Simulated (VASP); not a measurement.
# TaN (P-6m2) in VASP: single point with PBEsol

Aim: the single point of TaN with PBEsol.

Everything below comes from runs of VASP 6.6.1. Logs are shortened: lines on timing, memory, paths and dates and some standing lists are left out, and cuts for length are marked.

### Step 1. The cell of the first run

It takes space group P-6m2 (No. 187, hexagonal). Conventional cell: a = 3.102 Å, b = 3.102 Å, c = 2.587 Å, α = 90.00°, β = 90.00°, γ = 120.00°. Ta (site symmetry -6m2) has 6 N at 2.21 Å and 2 Ta at 2.59 Å within 2.9 Å. N (site symmetry -6m2) has 6 Ta at 2.21 Å and 2 N at 2.59 Å within 2.9 Å.

### Step 2. Single point, PBEsol

Contents of INCAR:

```
PREC = Accurate
ENCUT = 700
EDIFF = 1E-6
ISMEAR = 0
SIGMA = 0.15
LREAL = F
LASPH = T
NELM = 120
ALGO = Normal
ISIF = 2
LWAVE = F
LCHARG = T
GGA = PS
LELF = T
LVHAR = T
NBANDS = 16
GGA_COMPAT = F
```

Contents of KPOINTS:

```
Automatic mesh
0
Gamma
  24 24 18
```

Contents of POSCAR:

```
TaN
1.0
    3.1015490049      0.0000000000      0.0000000000
   -1.5507745025      2.6860202293      0.0000000000
    0.0000000000      0.0000000000      2.5869652373
Ta N
1 1
Direct
    0.3333333333      0.6666666667      0.5000000000
    0.0000000000      0.0000000000      0.0000000000
```

Potentials or basis: VASP PAW PBE potentials, release 64 (Ta_sv_GW, N).

On the command line:

```
> cat potpaw_PBE.64/Ta_sv_GW/POTCAR potpaw_PBE.64/N/POTCAR > POTCAR
> mpirun -np 1 vasp_std > vasp.out
```

OUTCAR:

```text
PREC = Accurate
   ENCUT = 700
   EDIFF = 1E-6
   ISMEAR = 0
   LREAL = F
   LASPH = T
   NELM = 120
   ISIF = 2
   GGA = PS

 ion  position               nearest neighbor table
   1  0.333  0.667  0.500-   2 2.21   2 2.21   2 2.21   2 2.21   2 2.21   2 2.21
   2  0.000  0.000  0.000-   1 2.21   1 2.21   1 2.21   1 2.21   1 2.21   1 2.21

  LATTYP: Found a hexagonal cell.
 ALAT       =     3.1015490049
 C/A-ratio  =     0.8340881389

  Lattice vectors:

 A1 = (   3.1015490049,   0.0000000000,   0.0000000000)
 A2 = (  -1.5507745025,   2.6860202293,   0.0000000000)
 A3 = (   0.0000000000,   0.0000000000,   2.5869652373)

Analysis of symmetry for initial positions (statically):
=====================================================================
 Subroutine PRICEL returns:
 Original cell was already a primitive cell.

 Routine SETGRP: Setting up the symmetry group for a
 hexagonal supercell.

 Subroutine GETGRP returns: Found 12 space group operations
 (whereof 12 operations were pure point group operations)
 out of a pool of 24 trial point group operations.

The static configuration has the point symmetry D_3h.

Analysis of symmetry for dynamics (positions and initial velocities):
=====================================================================
 Subroutine PRICEL returns:
 Original cell was already a primitive cell.

 Routine SETGRP: Setting up the symmetry group for a
 hexagonal supercell.

 Subroutine GETGRP returns: Found 12 space group operations
 (whereof 12 operations were pure point group operations)
 out of a pool of 24 trial point group operations.

The dynamic configuration has the point symmetry D_3h.

 Subroutine INISYM returns: Found 12 space group operations
 (whereof 12 operations are pure point group operations),
 and found     1 'primitive' translations

----------------------------------------------------------------------------------------

                                     Primitive cell

  volume of cell :      21.5516

[... 68 lines left out ...]
  0.458333  0.041667  0.000000     12.000000
 [... further k-points ...]
   k-points           NKPTS =    610   k-points in BZ     NKDIM =    610   number of bands    NBANDS=     16
   number of dos      NEDOS =    301   number of ions     NIONS =      2
   total plane-waves  NPLWV =  18816
   dimension x,y,z NGX =    28 NGY =   28 NGZ =   24
   dimension x,y,z NGXF=    56 NGYF=   56 NGZF=   48
   ions per type =               1   1
   NGX,Y,Z   is equivalent  to a cutoff of  15.01, 15.01, 15.42 a.u.
   NGXF,Y,Z  is equivalent  to a cutoff of  30.02, 30.02, 30.85 a.u.
 SYSTEM =  unknown system
   PREC   = accura    normal or accurate (medium, high low for compatibility)
   ISTART =      0    job   : 0-new  1-cont  2-samecut
   ICHARG =      2    charge: 1-file 2-atom 10-const
   ISPIN  =      1    spin polarized calculation?
   LNONCOLLINEAR =      F non collinear calculations
   LSORBIT =      F    spin-orbit coupling
   LASPH  =      T    aspherical Exc in radial PAW
   ENCUT  =  700.0 eV  51.45 Ry    7.17 a.u.   6.69  6.69  5.58*2*pi/ulx,y,z
   NELM   =    120;   NELMIN=  2; NELMDL= -5     # of ELM steps
   EDIFF  = 0.1E-05   stopping-criterion for ELM
   LREAL  =      F    real-space projection
[... 7 lines left out ...]
   TEBEG  =    0.0;   TEEND  =   0.0 temperature during run
   PSTRESS=    0.0 pullay stress
   NELECT =      18.0000    total number of electrons
   NUPDOWN=      -1.0000    fix difference up-down
   EMIN   =  10.00;   EMAX   =-10.00  energy-range for DOS
   EFERMI =   0.00;   METHOD = LEGACY
   ISMEAR =     0;   SIGMA  =   0.15  broadening in eV -4-tet -1-fermi 0-gaus
   EFERMI_NEDOS =   21; number of points for ismear=-14 and -15
   IALGO  =     38    algorithm
   IMIX   =      4    mixing-type and parameters
     AMIX     =   0.40;   BMIX     =  1.00
     AMIX_MAG =   1.60;   BMIX_MAG =  1.00
  volume/ion in A,a.u.               =      10.78        72.72
  Fermi-wavevector in a.u.,A,eV,Ry     =   1.541722  2.913433 32.339793  2.376908
  Thomas-Fermi vector in A             =   2.647628
   LORBIT       =      0    0 simple, 1 ext, 2 COOP (PROOUT), +10 PAW based schemes
   GGA     = PS    functional components
   LHFCALC =     F    Hartree Fock is set to
   AEXX    =    0.0000 exact exchange contribution
   IVDW    =     0    specifies the selected vdW correction
   LEPSILON=     F    determine dielectric tensor
   LRPA    =     F    only Hartree local field effects (RPA)
 non-spin polarized calculation
 Gauss-broadening in eV      SIGMA  =   0.15
  energy-cutoff  :      700.00
  volume of cell :       21.55
 maximum number of plane-waves:       923
 NGX is ok and might be reduce to    28
   NGX = 13   NGY = 13   NGZ = 11

 number of electron      17.9999999 magnetization

 Free energy of the ion-electron system (eV)
  ---------------------------------------------------
  ext. energy  EPLUGINS =         0.00000000
  ---------------------------------------------------
  free energy    TOTEN  =       -25.54931608 eV

  energy without entropy =      -25.54429425  energy(sigma->0) =      -25.54680516

 E-fermi :  12.4128     XC(G=0): -13.8250

 val. band max:       12.4117683434   @ k =   0.4583  -0.0000   0.4444
 cond. band min:      12.4232882784   @ k =   0.4583  -0.0000   0.5000
 fundamental gap:      0.0115199351
 Fermi energy:        12.4127887967

 k-point     1 :       0.0000    0.0000    0.0000
  band No.  band energies     occupation
      1     -56.1624      2.00000
      2     -22.4072      2.00000
      3     -22.4072      2.00000
      4     -21.8547      2.00000
      5      -5.5146      2.00000
      6       6.6013      2.00000
[... 433 lines left out ...]
      3     -22.5721      2.00000
      4     -21.7827      2.00000
      5      -3.5561      2.00000
      6       3.9228      2.00000
[... 8 lines left out ...]
     15      23.0246      0.00000
     16      27.5701      0.00000

 [... further k-points ...]
[... 5 lines left out ...]
  --------------------------------------------------------------------------------------
  -------------------------------------------------------------------------------------
  Total       -4.1537085     -4.1537085     10.8240446      0.0000000      0.0000000      0.0000000
  in kB     -308.7934515   -308.7934514    804.6770863      0.0000000      0.0000000      0.0000000
  external PRESSURE =      62.3633945 kB  Pullay stress =       0.0000000 kB

 VOLUME and BASIS-vectors are now :
 -----------------------------------------------------------------------------
  energy-cutoff  :      700.00
  volume of cell :       21.55
      direct lattice vectors                 reciprocal lattice vectors
     3.101549005  0.000000000  0.000000000     0.322419539  0.186149008  0.000000000
    -1.550774502  2.686020229  0.000000000     0.000000000  0.372298015  0.000000000
     0.000000000  0.000000000  2.586965237     0.000000000  0.000000000  0.386553320

 POSITION                                       TOTAL-FORCE (eV/Angst)
 -----------------------------------------------------------------------------------
     -0.00000      1.79068      1.29348         0.000000     -0.000000      0.000000
      0.00000      0.00000      0.00000        -0.000000      0.000000      0.000000
 -----------------------------------------------------------------------------------
    total drift:                                0.000001     -0.000000     -0.000000

  FREE ENERGIE OF THE ION-ELECTRON SYSTEM (eV)
  ---------------------------------------------------
  free  energy   TOTEN  =       -25.5493160768 eV

  energy  without entropy=      -25.5442942492  energy(sigma->0) =      -25.54680516
```

It took 2.1 min on 1 thread of Intel Xeon 6975P-C (Granite Rapids), shared host; peak memory 0.46 GiB.

What came out:

* Free energy: -25.5493 eV
* Pressure: 6.2 GPa
* Band gap on the k mesh: zero (bands 9 and 10 overlap by 0.73 eV)

Stress tensor (GPa, compression positive):
```
-30.88   0.00   0.00
  0.00 -30.88   0.00
  0.00   0.00  80.47
```

Caveat: the stress differs along the axes, from -31 to 80 GPa; the PAW data sets were made with another functional, which shifts forces and pressure a little; spin-orbit coupling is left out, which moves the levels of the heavy elements.
